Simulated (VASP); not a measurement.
Set up this calculation in VASP 6.6.1, as the native input.

```
Task                   : single point
Functional             : LDA
Potentials or basis    : VASP PAW LDA potentials, release 64 (Li_sv, Mg, B, N)
Cutoff                 : 520 eV
k mesh                 : 8 × 8 × 8
Occupations            : gaussian, width 0.01 eV
Spin                   : no spin polarisation
Dipole correction      : no
Further INCAR settings : ALGO = Normal; EDIFF = 1e-06; NBANDS = 17
```

The structure of LiMgBN2 lies in POSCAR:

```
LiMgBN2
1.0
   -1.9096600000      1.9096600000      4.4435200000
    1.9096600000     -1.9096600000      4.4435200000
    1.9096600000      1.9096600000     -4.4435200000
Li Mg B N
1 1 1 2
Direct
    0.2500000000      0.7500000000      0.5000000000
    0.7500000000      0.2500000000      0.5000000000
    0.5033757021      0.5033757021      0.0000000000
    0.6512600000      0.6512600000      0.0000000000
    0.3487400000      0.3487400000      0.0000000000
```

The input as run:

INCAR

```
SYSTEM = LiMgBN2
ALGO = Normal ; EDIFF = 1E-6
ENCUT = 520 ; GGA = CA
ISIF = 2 ; ISMEAR = 0
LASPH = .True. ; LCHARG = .False.
LREAL = .False. ; LWAVE = .False.
NBANDS = 17 ; NELM = 60
PREC = Accurate ; SIGMA = 0.01
```

KPOINTS

```
k-points
0
Gamma
  8 8 8
  0 0 0
```

Potentials or basis: VASP PAW LDA potentials, release 64 (Li_sv, Mg, B, N).

The run is started by

```bash
$ cat potpaw_LDA.64/Li_sv/POTCAR potpaw_LDA.64/Mg/POTCAR potpaw_LDA.64/B/POTCAR potpaw_LDA.64/N/POTCAR > POTCAR
$ mpirun -np 1 vasp_std > vasp.out
```

It gave:

- Largest force: 2.503 eV/Å
- Band gap on the k mesh: 2.37 eV, indirect (least direct gap 3.23 eV)

Caveat: forces of over 1 eV/Å act on the atoms, so gaps and moduli don't describe the material at rest.

It took 4.1 min on 1 thread of Intel Xeon 8259CL (shared host), peak memory 0.28 GiB.
